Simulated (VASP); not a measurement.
# La (Fm-3m) in VASP: notebook

The runs below take La through single point, with PBE.

All numbers are computed with VASP 6.6.1; they aren't measurements. Logs are shortened: lines on timing, memory, paths and dates and some standing lists are left out, and cuts for length are marked.

**1. The cell of the first run**

Symmetry: Fm-3m, No. 225, cubic system. Conventional cell: a = 5.296 Å, b = 5.296 Å, c = 5.296 Å, α = 90.00°, β = 90.00°, γ = 90.00°. La (site symmetry m-3m) has 12 La at 3.74 Å within 4.9 Å.

**2. Single point, PBE**

Contents of INCAR:

```
PREC     = Accurate       # precision mode
ENCUT    = 520            # plane-wave cutoff, eV
EDIFF    = 1E-6           # SCF threshold, eV
ISMEAR   = -1             # smearing method
SIGMA    = 0.05           # smearing width, eV
LREAL    = F              # projectors in reciprocal space
LASPH    = T              # aspherical terms in the spheres
NELM     = 60             # most SCF steps
ALGO     = Normal         # electronic algorithm
ISIF     = 2              # what is computed and relaxed
LWAVE    = F              # write WAVECAR
LCHARG   = F              # write CHGCAR
GGA      = PE             # functional
NBANDS   = 12             # bands
```

Contents of KPOINTS:

```
regular mesh
0
Gamma
  12 12 12
```

Contents of POSCAR:

```
La
1.0
    0.0000000000      2.6480000000      2.6480000000
    2.6480000000      0.0000000000      2.6480000000
    2.6480000000      2.6480000000      0.0000000000
La
1
Direct
    0.0000000000      0.0000000000      0.0000000000
```

Potentials or basis: VASP PAW PBE potentials, release 64 (La).

Launch:

```
$ cat potpaw_PBE.64/La/POTCAR > POTCAR
$ mpirun -np 1 vasp_std > vasp.out
```

OUTCAR:

```text
PREC = Accurate
   ENCUT = 520
   EDIFF = 1E-6
   ISMEAR = -1
   LREAL = F
   LASPH = T
   NELM = 60
   ISIF = 2
   GGA = PE

 ion  position               nearest neighbor table
   1  0.000  0.000  0.000-

  LATTYP: Found a face centered cubic cell.
 ALAT       =     5.2960000000

  Lattice vectors:

 A1 = (   0.0000000000,   2.6480000000,   2.6480000000)
 A2 = (   2.6480000000,   0.0000000000,   2.6480000000)
 A3 = (   2.6480000000,   2.6480000000,   0.0000000000)

Analysis of symmetry for initial positions (statically):
[... 33 lines left out ...]
                                     Primitive cell

  volume of cell :      37.1350

  direct lattice vectors                    reciprocal lattice vectors
     0.000000000  2.648000000  2.648000000    -0.188821752  0.188821752  0.188821752
     2.648000000  0.000000000  2.648000000     0.188821752 -0.188821752  0.188821752
     2.648000000  2.648000000  0.000000000     0.188821752  0.188821752 -0.188821752

  length of vectors
     3.744837513  3.744837513  3.744837513     0.327048868  0.327048868  0.327048868

  position of ions in fractional coordinates (direct lattice)
     0.000000000  0.000000000  0.000000000

  ion indices of the primitive-cell ions
   primitive index   ion index
                 1           1

----------------------------------------------------------------------------------------

 KPOINTS: regular mesh

Automatic generation of k-mesh.
 Grid dimensions read from file:
 generate k-points for:   12   12   12

 Generating k-lattice:

  Cartesian coordinates                     Fractional coordinates (reciprocal lattice)
    -0.015735146  0.015735146  0.015735146     0.083333333  0.000000000  0.000000000
     0.015735146 -0.015735146  0.015735146     0.000000000  0.083333333  0.000000000
     0.015735146  0.015735146 -0.015735146     0.000000000  0.000000000  0.083333333

  Length of vectors
     0.027254072  0.027254072  0.027254072

  Shift w.r.t. Gamma in fractional coordinates (k-lattice)
     0.000000000  0.000000000  0.000000000

 Subroutine IBZKPT returns following result:
 ===========================================

 Found     72 irreducible k-points:

 Following reciprocal coordinates:
            Coordinates               Weight
  0.000000  0.000000  0.000000      1.000000
  0.083333  0.000000  0.000000      8.000000
  0.166667  0.000000  0.000000      8.000000
  0.250000  0.000000  0.000000      8.000000
  0.333333  0.000000  0.000000      8.000000
  0.416667  0.000000  0.000000      8.000000
[... 16 lines left out ...]
  0.500000  0.166667  0.000000     24.000000
 -0.416667  0.166667  0.000000     24.000000
 [... further k-points ...]
   k-points           NKPTS =     72   k-points in BZ     NKDIM =     72   number of bands    NBANDS=     12
   number of dos      NEDOS =    301   number of ions     NIONS =      1
   total plane-waves  NPLWV =  21952
   dimension x,y,z NGX =    28 NGY =   28 NGZ =   28
   dimension x,y,z NGXF=    56 NGYF=   56 NGZF=   56
   ions per type =               1
   NGX,Y,Z   is equivalent  to a cutoff of  12.43, 12.43, 12.43 a.u.
   NGXF,Y,Z  is equivalent  to a cutoff of  24.86, 24.86, 24.86 a.u.
 SYSTEM =  unknown system
   PREC   = accura    normal or accurate (medium, high low for compatibility)
   ISTART =      0    job   : 0-new  1-cont  2-samecut
   ICHARG =      2    charge: 1-file 2-atom 10-const
   ISPIN  =      1    spin polarized calculation?
   LNONCOLLINEAR =      F non collinear calculations
   LSORBIT =      F    spin-orbit coupling
   LASPH  =      T    aspherical Exc in radial PAW
   ENCUT  =  520.0 eV  38.22 Ry    6.18 a.u.   6.96  6.96  6.96*2*pi/ulx,y,z
   NELM   =     60;   NELMIN=  2; NELMDL= -5     # of ELM steps
   EDIFF  = 0.1E-05   stopping-criterion for ELM
   LREAL  =      F    real-space projection
   EDIFFG = 0.1E-04   stopping-criterion for IOM
   NSW    =      0    number of steps for IOM
   IBRION =     -1    ionic relax: 0-MD 1-quasi-New 2-CG
   NFREE  =      0    steps in history (QN), initial steepest desc. (CG)
   ISIF   =      2    stress and relaxation
   ISYM   =      2    0-nonsym 1-usesym 2-fastsym
   POTIM  = 0.5000    time-step for ionic-motion
   TEBEG  =    0.0;   TEEND  =   0.0 temperature during run
   PSTRESS=    0.0 pullay stress
   NELECT =      11.0000    total number of electrons
   NUPDOWN=      -1.0000    fix difference up-down
   EMIN   =  10.00;   EMAX   =-10.00  energy-range for DOS
   EFERMI =   0.00;   METHOD = LEGACY
   ISMEAR =    -1;   SIGMA  =   0.05  broadening in eV -4-tet -1-fermi 0-gaus
   EFERMI_NEDOS =   21; number of points for ismear=-14 and -15
   IALGO  =     38    algorithm
   IMIX   =      4    mixing-type and parameters
     AMIX     =   0.40;   BMIX     =  1.00
     AMIX_MAG =   1.60;   BMIX_MAG =  1.00
  volume/ion in A,a.u.               =      37.14       250.60
  Fermi-wavevector in a.u.,A,eV,Ry     =   1.091301  2.062259 16.203683  1.190937
  Thomas-Fermi vector in A             =   2.227543
   LORBIT       =      0    0 simple, 1 ext, 2 COOP (PROOUT), +10 PAW based schemes
   GGA     = PE    functional components
   LHFCALC =     F    Hartree Fock is set to
   AEXX    =    0.0000 exact exchange contribution
   IVDW    =     0    specifies the selected vdW correction
   LEPSILON=     F    determine dielectric tensor
   LRPA    =     F    only Hartree local field effects (RPA)
 non-spin polarized calculation
  energy-cutoff  :      520.00
  volume of cell :       37.14
 maximum number of plane-waves:      1018
   NGX = 13   NGY = 13   NGZ = 13

 number of electron      10.9999999 magnetization

 Free energy of the ion-electron system (eV)
  ---------------------------------------------------
  ext. energy  EPLUGINS =         0.00000000
  ---------------------------------------------------
  free energy    TOTEN  =        -4.89040807 eV

  energy without entropy =       -4.87494798  energy(sigma->0) =       -4.88267802

 E-fermi :   7.8556     XC(G=0):  -9.5598

 val. band max:        7.8470341074   @ k =  -0.1667   0.2500   0.0833
 cond. band min:       7.8763456270   @ k =  -0.4167   0.2500   0.0000
 fundamental gap:      0.0293115196
 Fermi energy:         7.8556405342

 k-point     1 :       0.0000    0.0000    0.0000
  band No.  band energies     occupation
      1     -24.9927      2.00000
      2      -7.9872      2.00000
      3      -7.9872      2.00000
      4      -7.9872      2.00000
      5       4.6885      2.00000
      6       9.1761      0.00000
      7       9.3572      0.00000
      8       9.3572      0.00000
      9       9.3572      0.00000
     10       9.6725      0.00000
     11       9.6725      0.00000
     12       9.6725      0.00000

 k-point     2 :       0.0833    0.0000    0.0000
  band No.  band energies     occupation
      1     -24.9800      2.00000
      2      -8.0921      2.00000
      3      -7.9994      2.00000
      4      -7.9994      2.00000
      5       4.8953      2.00000
      6       8.7965      0.00000
      7       9.3811      0.00000
      8       9.3811      0.00000
      9       9.5885      0.00000
     10       9.6744      0.00000
     11       9.6744      0.00000
     12       9.7332      0.00000

 k-point     3 :       0.1667    0.0000    0.0000
  band No.  band energies     occupation
      1     -24.9449      2.00000
      2      -8.3677      2.00000
      3      -8.0324      2.00000
      4      -8.0324      2.00000
      5       5.4268      2.00000
      6       8.4199      0.00003
      7       9.4093      0.00000
      8       9.4093      0.00000
      9       9.5413      0.00000
     10       9.6802      0.00000
     11       9.6802      0.00000
     12       9.9905      0.00000

 k-point     4 :       0.2500    0.0000    0.0000
  band No.  band energies     occupation
      1     -24.8963      2.00000
      2      -8.7220      2.00000
      3      -8.0770      2.00000
      4      -8.0770      2.00000
      5       5.9842      2.00000
      6       8.3851      0.00005
      7       9.3786      0.00000
      8       9.3786      0.00000
      9       9.4384      0.00000
     10       9.6887      0.00000
     11       9.6887      0.00000
     12      10.1865      0.00000

 k-point     5 :       0.3333    0.0000    0.0000
  band No.  band energies     occupation
      1     -24.8469      2.00000
      2      -9.0550      2.00000
      3      -8.1208      2.00000
      4      -8.1208      2.00000
      5       6.2030      2.00000
      6       8.8942      0.00000
      7       9.2878      0.00000
      8       9.2878      0.00000
      9       9.3385      0.00000
     10       9.6967      0.00000
     11       9.6967      0.00000
     12      10.2401      0.00000
[... 228 lines left out ...]
      1     -24.8477      2.00000
      2      -8.8602      2.00000
      3      -8.2303      2.00000
      4      -8.2213      2.00000
      5       6.6016      2.00000
      6       7.7813      1.63145
      7       8.6655      0.00000
      8       9.5823      0.00000
      9       9.7195      0.00000
     10       9.8091      0.00000
     11       9.8384      0.00000
     12      10.0537      0.00000

 k-point    22 :       0.4167    0.1667    0.0000
  band No.  band energies     occupation
      1     -24.8068      2.00000
      2      -9.0971      2.00000
      3      -8.3106      2.00000
      4      -8.2476      2.00000
      5       6.7142      2.00000
      6       8.0882      0.01894
      7       8.6278      0.00000
      8       9.5441      0.00000
      9       9.7597      0.00000
     10       9.7658      0.00000
     11       9.8729      0.00000
     12      10.0861      0.00000

 k-point    23 :       0.5000    0.1667    0.0000
  band No.  band energies     occupation
      1     -24.7809      2.00000
      2      -9.2358      2.00000
      3      -8.3853      2.00000
      4      -8.2456      2.00000
      5       6.7396      2.00000
      6       8.0477      0.04207
      7       9.1226      0.00000
      8       9.4767      0.00000
      9       9.7306      0.00000
     10       9.7346      0.00000
     11       9.9171      0.00000
     12      10.1191      0.00000

 k-point    24 :      -0.4167    0.1667    0.0000
  band No.  band energies     occupation
      1     -24.7775      2.00000
      2      -9.2480      2.00000
      3      -8.4323      2.00000
      4      -8.2158      2.00000
      5       6.8095      2.00000
      6       8.0494      0.04068
      7       9.3848      0.00000
      8       9.4198      0.00000
      9       9.6423      0.00000
     10       9.6951      0.00000
     11       9.9383      0.00000
     12      10.1481      0.00000

 [... further k-points ...]
[... 5 lines left out ...]
  --------------------------------------------------------------------------------------
  -------------------------------------------------------------------------------------
  Total       -0.0462506     -0.0462506     -0.0462506      0.0000000     -0.0000000     -0.0000000
  in kB       -1.9954652     -1.9954652     -1.9954652      0.0000000     -0.0000000     -0.0000000
  external PRESSURE =      -1.9954652 kB  Pullay stress =       0.0000000 kB

 VOLUME and BASIS-vectors are now :
 -----------------------------------------------------------------------------
  energy-cutoff  :      520.00
  volume of cell :       37.14
      direct lattice vectors                 reciprocal lattice vectors
     0.000000000  2.648000000  2.648000000    -0.188821752  0.188821752  0.188821752
     2.648000000  0.000000000  2.648000000     0.188821752 -0.188821752  0.188821752
     2.648000000  2.648000000  0.000000000     0.188821752  0.188821752 -0.188821752

 POSITION                                       TOTAL-FORCE (eV/Angst)
 -----------------------------------------------------------------------------------
      0.00000      0.00000      0.00000         0.000000      0.000000      0.000000
 -----------------------------------------------------------------------------------
    total drift:                                0.000000      0.000000      0.000000

  FREE ENERGIE OF THE ION-ELECTRON SYSTEM (eV)
  ---------------------------------------------------
  free  energy   TOTEN  =        -4.8904080672 eV

  energy  without entropy=       -4.8749479786  energy(sigma->0) =       -4.88267802
```

Run time: 96 s. Hardware: 1 thread of Intel Xeon Platinum 8259CL at 2.50GHz (Skylake/Cascade Lake), shared host; peak memory 0.19 GiB.

What came out:

```yaml
Free_energy: -4.8904 eV
Pressure: -0.2 GPa
```

Levels at points of the mesh, in eV from the Fermi level:
| k point | band 3 | band 4 | band 5 | band 6 | band 7 | band 8 |
| --- | --- | --- | --- | --- | --- | --- |
| (0.00, 0.00, 0.00) | -15.84 | -15.84 | -3.17 | 1.32 | 1.50 | 1.50 |
| (0.50, 0.00, 0.00) | -16.02 | -16.02 | -1.70 | 1.30 | 1.30 | 1.34 |
| (0.50, 0.50, 0.00) | -16.33 | -16.33 | -1.96 | -1.37 | 1.91 | 1.91 |

Caveat: spin-orbit coupling is left out, which moves the levels of the heavy elements.

**3. Single point, PBE**

Contents of INCAR:

```
SYSTEM = La
ALGO = Normal ; EDIFF = 1E-7
ENCUT = 520 ; GGA = PE
ISIF = 2 ; ISMEAR = -1
LASPH = .TRUE. ; LCHARG = .FALSE.
LREAL = .FALSE. ; LWAVE = .FALSE.
NBANDS = 12 ; NELM = 60
PREC = Accurate ; SIGMA = 0.05
```

Contents of KPOINTS:

```
k-points
0
G
  12 12 12
  0 0 0
```

POSCAR is that of step 2.

Potentials or basis: VASP PAW PBE potentials, release 64 (La).

Launch:

```
$ cat potpaw_PBE.64/La/POTCAR > POTCAR
$ mpirun -np 1 vasp_std > vasp.out
```

It took 1.8 min on 1 thread of Intel Xeon Platinum 8259CL at 2.50GHz (Skylake/Cascade Lake), shared host; peak memory 0.19 GiB.

It converged, with:

- Free energy: -4.8904 eV
- Pressure: -0.2 GPa

Levels at points of the mesh, in eV from the Fermi level:
| k point | band 2 | band 3 | band 4 | band 5 | band 6 | band 7 | band 8 | band 9 |
| --- | --- | --- | --- | --- | --- | --- | --- | --- |
| (0.00, 0.00, 0.00) | -15.84 | -15.84 | -15.84 | -3.17 | 1.32 | 1.50 | 1.50 | 1.50 |
| (0.50, 0.00, 0.00) | -17.23 | -16.02 | -16.02 | -1.70 | 1.30 | 1.30 | 1.34 | 1.85 |
| (0.50, 0.50, 0.00) | -17.13 | -16.33 | -16.33 | -1.96 | -1.37 | 1.91 | 1.91 | 1.91 |

Caveat: spin-orbit coupling is left out, which moves the levels of the heavy elements.

[end of part 1 of 2]
